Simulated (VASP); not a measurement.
A run of VASP 6.6.1 is set up as follows.

File POSCAR:

```
BaTe
1.0
    4.8953714734      0.0000000000      0.0000000000
   -2.4476857367      4.2395160569      0.0000000000
    0.0000000000      0.0000000000      8.5840688827
Ba Te
2 2
Direct
    0.0000000000      0.0000000000      0.0000000000
    0.0000000000      0.0000000000      0.5000000000
    0.3333333333      0.6666666667      0.2500000000
    0.6666666667      0.3333333333      0.7500000000
```

The input INCAR.step1:

```
ALGO = Normal
EDIFF = 1E-4
ENCUT = 520
GGA = PE
ISMEAR = 0
LASPH = True
LCHARG = False
LREAL = False
LWAVE = True
NBANDS = 24
NELM = 60
PREC = Accurate
SIGMA = 0.01
```

INCAR.step2

```
ALGO = Normal
EDIFF = 1E-7
ENCUT = 520
ISIF = 2
ISMEAR = 0
ISTART = 1
LASPH = True
LCHARG = False
LMIXTAU = True
LREAL = False
LWAVE = False
METAGGA = R2SCAN
NBANDS = 24
NELM = 60
PREC = Accurate
SIGMA = 0.01
```

The input KPOINTS:

```
k-points
0
Gamma
  6 6 2
```

Potentials or basis: VASP PAW PBE potentials, release 64 (Ba_sv, Te).

Run with:

```console
$ cat potpaw_PBE.64/Ba_sv/POTCAR potpaw_PBE.64/Te/POTCAR > POTCAR
$ cp INCAR.step1 INCAR
$ mpirun -np 1 vasp_std > vasp.out
$ cp INCAR.step2 INCAR
$ mpirun -np 1 vasp_std > vasp.out
```

(1) What does it give for the pressure?

(2) Predict the band gap on the k mesh.

Results:

(1) 0.3 GPa.

(2) 2.05 eV, indirect (least direct gap 2.10 eV).

Caveat: the PAW data sets were made with another functional, which shifts forces and pressure a little; spin-orbit coupling is left out, which moves the levels of the heavy elements.
